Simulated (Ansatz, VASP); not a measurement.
**Co: VASP beside Ansatz**

INCAR

```
PREC = Accurate
ENCUT = 520
EDIFF = 1E-7
ISMEAR = -1
SIGMA = 0.1
LREAL = False
LASPH = True
NELM = 80
ALGO = Normal
ISIF = 2
LWAVE = False
LCHARG = False
GGA = RP
NBANDS = 20
```

File KPOINTS:

```
Automatic mesh
0
Gamma
  12 12 17
```

The input POSCAR:

```
Co
1.0
    3.8875962444      0.0000000000      0.0000000000
   -1.9437981222      3.3667571073      0.0000000000
    0.0000000000      0.0000000000      2.3840506885
Co
3
Direct
    0.0000000000      0.0000000000      0.0000000000
    0.3333333333      0.6666666667      0.5000000000
    0.6666666667      0.3333333333      0.5000000000
```

Input for Ansatz:

```yaml
crystal:
  lattice:
    - [3.8875962444, 0.0, 0.0]
    - [-1.9437981222, 3.3667571073, 0.0]
    - [0.0, 0.0, 2.3840506885]
  atoms:
    - { symbol: Co, position: [0.0, 0.0, 0.0] }
    - { symbol: Co, position: [0.3333333333, 0.6666666667, 0.5] }
    - { symbol: Co, position: [0.6666666667, 0.3333333333, 0.5] }
hamiltonian:
  xc: rpbe
  pseudopotentials:
    kind: paw
    azcp:
      Co: "pseudopotentials/Co.paw.azcp"
basis:
  ecutwfc: 420
  fft_grid_basis: typed
kpoints:
  mp_grid: { grid: [12, 12, 17], shift: [0, 0, 0] }
magnetization:
  spin_polarized: false
scf:
  occupations: { method: fermi_dirac, width: 0.1 }
output:
  stress: true
  write_density: true
  write_potential: true
  elf: true
  volumetric_format: npy
```

Alike in both runs: task single point; functional RPBE; k mesh 12 × 12 × 17; occupations fermi-dirac, width 0.1 eV; no spin polarisation.

|  | VASP | Ansatz |
| --- | --- | --- |
| version | VASP 6.6.1 | Ansatz 0.2.0 |
| potentials or method | VASP PAW PBE potentials, release 64 (Co), cutoff 520 eV | plane waves (420 eV) with PAW, scalar-relativistic |
| valence electrons in the cell | 27 | 51 |

|  | VASP | Ansatz | Ansatz less VASP |
| --- | --- | --- | --- |
| pressure (GPa) | 9.1 | 9.9 | +0.81 |
| traceless stress, the component that is largest in VASP (GPa) | -0.26 | -0.18 | +0.078 |

VASP's potentials were made for PBE, not for RPBE. VASP's potentials hold 27 valence electrons a cell and Ansatz's 51, so a difference there can come from the potentials and not from the codes.
